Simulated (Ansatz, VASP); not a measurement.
# Hf in VASP and in Ansatz

```
CELL_PARAMETERS angstrom
0.00000 2.22000 2.22000
2.22000 0.00000 2.22000
2.22000 2.22000 0.00000
ATOMIC_POSITIONS crystal
Hf 0.00000 0.00000 0.00000
```

Alike in both runs: functional PBEsol; k mesh 10 × 10 × 10; occupations fermi-dirac, width 0.05 eV; no spin polarisation.

```csv
,VASP,Ansatz
version,VASP 6.6.1,Ansatz 0.2.0
potentials or method,"VASP PAW PBE potentials, release 64 (Hf_pv)",Ansatz PAW
plane-wave cutoff (eV),520,420
valence electrons in the cell,10,26
task,single point,band structure
```

Ansatz gave:

```
gap on the k mesh at the Fermi level (eV) : none
pressure (GPa)                            : -1.7
```

Q: Estimate VASP's values.

A: gap on the k mesh at the Fermi level (eV): none; pressure (GPa): -2.1.

VASP's potentials were made for PBE, not for PBEsol. A gap of «none» marks a metal or a gap that the smearing closes. VASP's potentials hold 10 valence electrons a cell and Ansatz's 26, so a difference there can come from the potentials and not from the codes.

Neither program's run includes spin-orbit coupling.
